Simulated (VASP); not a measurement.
# Ge (Pm-3m) in VASP: notebook

Aim: see how the results for Ge move with the level of theory and the settings. Levels: PBE, HSE06. Tasks: single point.

Everything below comes from runs of VASP 6.6.1. Logs are shortened: lines on timing, memory, paths and dates and some standing lists are left out, and cuts for length are marked.

## Step 1: The cell of the first run

It takes space group Pm-3m (No. 221, cubic). The conventional cell has a = 2.714 Å, b = 2.714 Å, c = 2.714 Å, α = 90.00°, β = 90.00°, γ = 90.00°. Within 3.6 Å of Ge (site symmetry m-3m) lie 6 Ge at 2.71 Å.

## Step 2: Single point, PBE

INCAR

```
ALGO     = Normal         # electronic algorithm
EDIFF    = 1E-6           # SCF threshold, eV
ENCUT    = 520            # plane-wave cutoff, eV
GGA      = PE             # functional
ISIF     = 2              # what is computed and relaxed
ISMEAR   = -1             # smearing method
LASPH    = T              # aspherical terms in the spheres
LCHARG   = F              # write CHGCAR
LREAL    = F              # projectors in reciprocal space
LWAVE    = F              # write WAVECAR
NBANDS   = 13             # bands
NELM     = 100            # most SCF steps
PREC     = Accurate       # precision mode
SIGMA    = 0.1            # smearing width, eV
```

KPOINTS

```
k-points
0
Gamma
  6 6 6
```

POSCAR

```
Ge
1.0
    2.7137598636      0.0000000000      0.0000000000
    0.0000000000      2.7137598636      0.0000000000
    0.0000000000      0.0000000000      2.7137598636
Ge
1
Direct
    0.0000000000      0.0000000000      0.0000000000
```

Potentials or basis: VASP PAW PBE potentials, release 64 (Ge_d).

On the command line:

```
> cat potpaw_PBE.64/Ge_d/POTCAR > POTCAR
> mpirun -np 1 vasp_std > vasp.out
```

OUTCAR:

```text
EDIFF = 1E-6
   ENCUT = 520
   GGA = PE
   ISIF = 2
   ISMEAR = -1
   LASPH = T
   LREAL = F
   NELM = 100
   PREC = Accurate

 ion  position               nearest neighbor table
   1  0.000  0.000  0.000-

  LATTYP: Found a simple cubic cell.
 ALAT       =     2.7137598636

  Lattice vectors:

 A1 = (   2.7137598636,   0.0000000000,   0.0000000000)
 A2 = (   0.0000000000,   2.7137598636,   0.0000000000)
 A3 = (   0.0000000000,   0.0000000000,   2.7137598636)

Analysis of symmetry for initial positions (statically):
=====================================================================
 Subroutine PRICEL returns:
 Original cell was already a primitive cell.

 Routine SETGRP: Setting up the symmetry group for a
 simple cubic supercell.

 Subroutine GETGRP returns: Found 48 space group operations
 (whereof 48 operations were pure point group operations)
 out of a pool of 48 trial point group operations.

The static configuration has the point symmetry O_h .

Analysis of symmetry for dynamics (positions and initial velocities):
=====================================================================
 Subroutine PRICEL returns:
 Original cell was already a primitive cell.

 Routine SETGRP: Setting up the symmetry group for a
 simple cubic supercell.

 Subroutine GETGRP returns: Found 48 space group operations
 (whereof 48 operations were pure point group operations)
 out of a pool of 48 trial point group operations.

The dynamic configuration has the point symmetry O_h .

 Subroutine INISYM returns: Found 48 space group operations
 (whereof 48 operations are pure point group operations),
 and found     1 'primitive' translations

----------------------------------------------------------------------------------------

                                     Primitive cell

  volume of cell :      19.9855

  direct lattice vectors                    reciprocal lattice vectors
     2.713759864  0.000000000  0.000000000     0.368492442  0.000000000  0.000000000
     0.000000000  2.713759864  0.000000000     0.000000000  0.368492442  0.000000000
     0.000000000  0.000000000  2.713759864     0.000000000  0.000000000  0.368492442

  length of vectors
     2.713759864  2.713759864  2.713759864     0.368492442  0.368492442  0.368492442

  position of ions in fractional coordinates (direct lattice)
     0.000000000  0.000000000  0.000000000

  ion indices of the primitive-cell ions
   primitive index   ion index
                 1           1

----------------------------------------------------------------------------------------

 KPOINTS: k-points

Automatic generation of k-mesh.
 Grid dimensions read from file:
 generate k-points for:    6    6    6

 Generating k-lattice:

  Cartesian coordinates                     Fractional coordinates (reciprocal lattice)
     0.061415407  0.000000000  0.000000000     0.166666667  0.000000000  0.000000000
     0.000000000  0.061415407  0.000000000     0.000000000  0.166666667  0.000000000
     0.000000000  0.000000000  0.061415407     0.000000000  0.000000000  0.166666667

  Length of vectors
     0.061415407  0.061415407  0.061415407

  Shift w.r.t. Gamma in fractional coordinates (k-lattice)
     0.000000000  0.000000000  0.000000000

 Subroutine IBZKPT returns following result:
 ===========================================

 Found     20 irreducible k-points:

 Following reciprocal coordinates:
            Coordinates               Weight
  0.000000  0.000000  0.000000      1.000000
  0.166667  0.000000  0.000000      6.000000
  0.333333  0.000000  0.000000      6.000000
  0.500000  0.000000  0.000000      3.000000
  0.166667  0.166667  0.000000     12.000000
  0.333333  0.166667  0.000000     24.000000
[... 12 lines left out ...]
  0.500000  0.500000  0.333333      6.000000
  0.500000  0.500000  0.500000      1.000000
   k-points           NKPTS =     20   k-points in BZ     NKDIM =     20   number of bands    NBANDS=     13
   number of dos      NEDOS =    301   number of ions     NIONS =      1
   total plane-waves  NPLWV =   8000
   dimension x,y,z NGX =    20 NGY =   20 NGZ =   20
   dimension x,y,z NGXF=    40 NGYF=   40 NGZF=   40
   ions per type =               1
   NGX,Y,Z   is equivalent  to a cutoff of  12.25, 12.25, 12.25 a.u.
   NGXF,Y,Z  is equivalent  to a cutoff of  24.50, 24.50, 24.50 a.u.
 SYSTEM =  unknown system
   PREC   = accura    normal or accurate (medium, high low for compatibility)
   ISTART =      0    job   : 0-new  1-cont  2-samecut
   ICHARG =      2    charge: 1-file 2-atom 10-const
   ISPIN  =      1    spin polarized calculation?
   LNONCOLLINEAR =      F non collinear calculations
   LSORBIT =      F    spin-orbit coupling
   LASPH  =      T    aspherical Exc in radial PAW
   ENCUT  =  520.0 eV  38.22 Ry    6.18 a.u.   5.05  5.05  5.05*2*pi/ulx,y,z
   NELM   =    100;   NELMIN=  2; NELMDL= -5     # of ELM steps
   EDIFF  = 0.1E-05   stopping-criterion for ELM
   LREAL  =      F    real-space projection
   EDIFFG = 0.1E-04   stopping-criterion for IOM
   NSW    =      0    number of steps for IOM
   IBRION =     -1    ionic relax: 0-MD 1-quasi-New 2-CG
   NFREE  =      0    steps in history (QN), initial steepest desc. (CG)
   ISIF   =      2    stress and relaxation
   ISYM   =      2    0-nonsym 1-usesym 2-fastsym
   POTIM  = 0.5000    time-step for ionic-motion
   TEBEG  =    0.0;   TEEND  =   0.0 temperature during run
   PSTRESS=    0.0 pullay stress
   NELECT =      14.0000    total number of electrons
   NUPDOWN=      -1.0000    fix difference up-down
   EMIN   =  10.00;   EMAX   =-10.00  energy-range for DOS
   EFERMI =   0.00;   METHOD = LEGACY
   ISMEAR =    -1;   SIGMA  =   0.10  broadening in eV -4-tet -1-fermi 0-gaus
   EFERMI_NEDOS =   21; number of points for ismear=-14 and -15
   IALGO  =     38    algorithm
   IMIX   =      4    mixing-type and parameters
     AMIX     =   0.40;   BMIX     =  1.00
     AMIX_MAG =   1.60;   BMIX_MAG =  1.00
  volume/ion in A,a.u.               =      19.99       134.87
  Fermi-wavevector in a.u.,A,eV,Ry     =   1.453939  2.747546 28.761869  2.113938
  Thomas-Fermi vector in A             =   2.571147
   LORBIT       =      0    0 simple, 1 ext, 2 COOP (PROOUT), +10 PAW based schemes
   GGA     = PE    functional components
   LHFCALC =     F    Hartree Fock is set to
   AEXX    =    0.0000 exact exchange contribution
   IVDW    =     0    specifies the selected vdW correction
   LEPSILON=     F    determine dielectric tensor
   LRPA    =     F    only Hartree local field effects (RPA)
 non-spin polarized calculation
  energy-cutoff  :      520.00
  volume of cell :       19.99
 maximum number of plane-waves:       554
   NGX = 11   NGY = 11   NGZ = 11

 number of electron      13.9999972 magnetization

 Free energy of the ion-electron system (eV)
  ---------------------------------------------------
  ext. energy  EPLUGINS =         0.00000000
  ---------------------------------------------------
  free energy    TOTEN  =        -4.28015327 eV

  energy without entropy =       -4.26244848  energy(sigma->0) =       -4.27130088

 E-fermi :   5.9117     XC(G=0): -10.9000

 val. band max:        5.4810107980   @ k =   0.3333   0.3333   0.0000
 cond. band min:       5.9684737411   @ k =   0.3333   0.3333   0.1667
 fundamental gap:      0.4874629431
 Fermi energy:         5.9116582545

 k-point     1 :       0.0000    0.0000    0.0000
  band No.  band energies     occupation
      1     -18.8094      2.00000
      2     -18.8094      2.00000
      3     -18.5685      2.00000
      4     -18.5685      2.00000
      5     -18.5685      2.00000
      6      -6.8319      2.00000
      7      12.4382      0.00000
      8      12.4382      0.00000
      9      12.4382      0.00000
     10      15.8820      0.00000
     11      15.8820      0.00000
     12      18.2600      0.00000
     13      34.4480      0.00000

 k-point     2 :       0.1667    0.0000    0.0000
  band No.  band energies     occupation
      1     -18.8061      2.00000
      2     -18.7621      2.00000
      3     -18.5842      2.00000
      4     -18.5842      2.00000
      5     -18.5672      2.00000
      6      -6.2928      2.00000
      7       7.9449      0.00000
      8      12.9468      0.00000
      9      12.9468      0.00000
     10      16.3621      0.00000
     11      17.8586      0.00000
     12      22.1401      0.00000
     13      28.7798      0.00000

 k-point     3 :       0.3333    0.0000    0.0000
  band No.  band energies     occupation
      1     -18.7996      2.00000
      2     -18.6681      2.00000
      3     -18.6155      2.00000
      4     -18.6155      2.00000
      5     -18.5646      2.00000
      6      -4.7331      2.00000
      7       3.0612      2.00000
      8      14.2732      0.00000
      9      14.2732      0.00000
     10      17.7338      0.00000
     11      19.3652      0.00000
     12      24.2191      0.00000
     13      24.2191      0.00000
[... 241 lines left out ...]
 k-point    19 :       0.5000    0.5000    0.3333
  band No.  band energies     occupation
      1     -18.7111      2.00000
      2     -18.6868      2.00000
      3     -18.6868      2.00000
      4     -18.5456      2.00000
      5     -18.4926      2.00000
      6       2.9207      2.00000
      7       5.1931      1.99849
      8       5.1931      1.99849
      9       9.6924      0.00000
     10      11.1064      0.00000
     11      14.8502      0.00000
     12      14.8502      0.00000
     13      18.2252      0.00000

 k-point    20 :       0.5000    0.5000    0.5000
  band No.  band energies     occupation
      1     -18.7077      2.00000
      2     -18.7077      2.00000
      3     -18.7077      2.00000
      4     -18.4917      2.00000
      5     -18.4917      2.00000
      6       5.2740      1.99660
      7       6.2017      0.10429
      8       6.2017      0.10429
      9       6.2017      0.10429
     10      12.7667      0.00000
     11      12.7667      0.00000
     12      12.7667      0.00000
     13      15.4521      0.00000

------------------------ aborting loop because EDIFF is reached ----------------------------------------

  FORCE on cell =-STRESS in cart. coord.  units (eV):
  Direction    XX          YY          ZZ          XY          YZ          ZX
  --------------------------------------------------------------------------------------
  -------------------------------------------------------------------------------------
  Total       -0.0737578     -0.0737578     -0.0737578     -0.0000000      0.0000000     -0.0000000
  in kB       -5.9129515     -5.9129515     -5.9129515     -0.0000000      0.0000000     -0.0000000
  external PRESSURE =      -5.9129515 kB  Pullay stress =       0.0000000 kB

 VOLUME and BASIS-vectors are now :
 -----------------------------------------------------------------------------
  energy-cutoff  :      520.00
  volume of cell :       19.99
      direct lattice vectors                 reciprocal lattice vectors
     2.713759864  0.000000000  0.000000000     0.368492442  0.000000000  0.000000000
     0.000000000  2.713759864  0.000000000     0.000000000  0.368492442  0.000000000
     0.000000000  0.000000000  2.713759864     0.000000000  0.000000000  0.368492442

 POSITION                                       TOTAL-FORCE (eV/Angst)
 -----------------------------------------------------------------------------------
      0.00000      0.00000      0.00000         0.000000      0.000000      0.000000
 -----------------------------------------------------------------------------------
    total drift:                               -0.000000      0.000000      0.000000

  FREE ENERGIE OF THE ION-ELECTRON SYSTEM (eV)
  ---------------------------------------------------
  free  energy   TOTEN  =        -4.2801532744 eV

  energy  without entropy=       -4.2624484760  energy(sigma->0) =       -4.27130088
```

Wall time 4.2 s (1 thread of Intel Xeon Platinum 8559C (Emerald Rapids), shared host); peak memory 0.12 GiB.

Results:

| Property | Result |
| --- | --- |
| Free energy | -4.2802 eV |
| Pressure | -0.6 GPa |
| Band gap on the k mesh | zero (band 7 reaches 12.44 eV, above the bottom of band 8 at 3.36 eV) |

Caveat: the k points lie up to 0.39 Å⁻¹ apart.

[end of part 1 of 2]
